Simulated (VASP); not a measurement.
NaH: single point with PBE

The system is NaH.

```xyz
2
Lattice="0.0000 2.3413 2.3413 2.3413 0.0000 2.3413 2.3413 2.3413 0.0000" Properties=species:S:1:pos:R:3 pbc="T T T"
Na    0.0000    0.0000    0.0000
H     2.3413    2.3413    2.3413
```

This cell differs from its parent crystal: volume scaled by 0.91.

* Program: VASP 6.6.1
* Task: single point
* Functional: PBE
* Potentials or basis: VASP PAW PBE potentials, release 64 (Na_pv, H)
* Cutoff: 520 eV
* k mesh: 8 × 8 × 8
* Occupations: gaussian, width 0.02 eV
* Spin: no spin polarisation

| Property | Result |
| --- | --- |
| Pressure | 2.6 GPa |
| Band gap on the k mesh | 3.92 eV, indirect (least direct gap 4.82 eV) |

Levels at points of the mesh, in eV from the valence-band top:
| k point | band 1 | band 2 | band 3 | band 4 | band 5 | band 6 | band 7 | band 8 | band 9 |
| --- | --- | --- | --- | --- | --- | --- | --- | --- | --- |
| (0.00, 0.00, 0.00) | -21.94 | -21.94 | -21.94 | -3.89 | 11.28 | 16.32 | 16.32 | 16.32 | 17.42 |
| (0.50, 0.00, 0.00) | -22.07 | -21.96 | -21.96 | -0.90 | 3.92 | 11.45 | 13.98 | 13.98 | 17.42 |
| (0.50, 0.50, 0.00) | -22.06 | -21.99 | -21.99 | -0.20 | 4.83 | 10.39 | 11.28 | 11.28 | 12.78 |

It took 6.6 s on 1 thread of Intel Xeon 6975P-C (shared host), peak memory 0.15 GiB.

 A k mesh can miss the band edges.
